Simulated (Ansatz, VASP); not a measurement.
**Ag: VASP beside Ansatz**

```xyz
1
Lattice="0.0000 2.2195 1.7312 2.2195 0.0000 1.7312 2.2195 2.2195 0.0000" Properties=species:S:1:pos:R:3 pbc="T T T"
Ag    0.0000    0.0000    0.0000
```

Alike in both runs: task single point; functional r2SCAN; k mesh 22 × 22 × 22; occupations gaussian, width 0.15 eV; no spin polarisation.

```csv
,VASP,Ansatz
version,VASP 6.6.1,Ansatz 0.2.0
potentials or method,"VASP PAW PBE potentials, release 64 (Ag), cutoff 520 eV","scalar-relativistic, plane waves, PAW"
valence electrons in the cell,11,19
```

Ansatz gave:

```
gap on the k mesh at the Fermi level (eV)                     : none
pressure (GPa)                                                : 2.2
traceless stress, the component that is largest in VASP (GPa) : 1.08
```

Task: What did VASP give for the same quantities?

Result: gap on the k mesh at the Fermi level (eV): none; pressure (GPa): 2.3; traceless stress, the component that is largest in VASP (GPa): 1.09.

VASP's potentials were made for PBE, not for r2SCAN. A gap of «none» marks a metal or a gap that the smearing closes. VASP's potentials hold 11 valence electrons a cell and Ansatz's 19, so a difference there can come from the potentials and not from the codes.
